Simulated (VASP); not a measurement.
The system is AlBN.

```
Al B N
1.0
     4.11253    0.00000    0.00000
     0.00000    4.11253    0.00000
     0.00000    0.00000    2.67883
Al B N
1 1 1
Cartesian
  0.0000 0.0000 0.0000
  2.0563 2.0563 0.0000
  2.0563 2.0563 1.3394
```

```yaml
Program: VASP 6.6.1
Task: relaxation of cell and atoms
Functional: PBE
Potentials_or_basis: VASP PAW PBE potentials, release 64 (Al, B, N)
Cutoff: 600 eV
k_mesh: 4 × 4 × 6
Occupations: gaussian, width 0.1 eV
Spin: no spin polarisation
```

At the start: pressure 0.9 GPa; volume 15.10 Å³/atom.

Task: How do energy, volume and symmetry change on relaxing?

Result: Over 10 steps the energy falls by 25.5 meV/atom and the volume is 16.99 Å³/atom (+12.5 %); space group P4/mmm (No. 123, to 0.05 Å).

Step by step:
| step | energy change (eV) | largest force (eV/Å) | pressure (GPa) | volume (Å³) |
| --- | --- | --- | --- | --- |
| 1 | 0.0000 | 0.0000 | 0.92 | 45.31 |
| 2 | -0.0122 | 0.0000 | 6.24 | 45.85 |
| 3 | -0.0220 | 0.0000 | 4.02 | 45.64 |
| 4 | -0.0507 | 0.0000 | 2.65 | 47.21 |
| 5 | -0.0742 | 0.0000 | -0.43 | 52.09 |
| 6 | -0.0763 | 0.0000 | 0.06 | 51.10 |
| 7 | -0.0764 | 0.0000 | 0.19 | 50.87 |
| 8 | -0.0763 | 0.0000 | 0.12 | 50.98 |
| 9 | -0.0763 | 0.0000 | -0.28 | 50.95 |
| 10 | -0.0764 | 0.0000 | -0.05 | 50.97 |

Final structure:
```cif
data_structure
_symmetry_space_group_name_H-M 'P 1'
_symmetry_Int_Tables_number 1
_cell_length_a 4.3799
_cell_length_b 4.3799
_cell_length_c 2.6568
_cell_angle_alpha 90.000
_cell_angle_beta 90.000
_cell_angle_gamma 90.000
_cell_volume 50.97
loop_
_atom_site_label
_atom_site_type_symbol
_atom_site_fract_x
_atom_site_fract_y
_atom_site_fract_z
_atom_site_occupancy
Al1 Al 0.00000 0.00000 0.00000 1
B1 B 0.50000 0.50000 0.00000 1
N1 N 0.50000 0.50000 0.50000 1
```

Caveat: the k points lie up to 0.39 Å⁻¹ apart in the final cell.
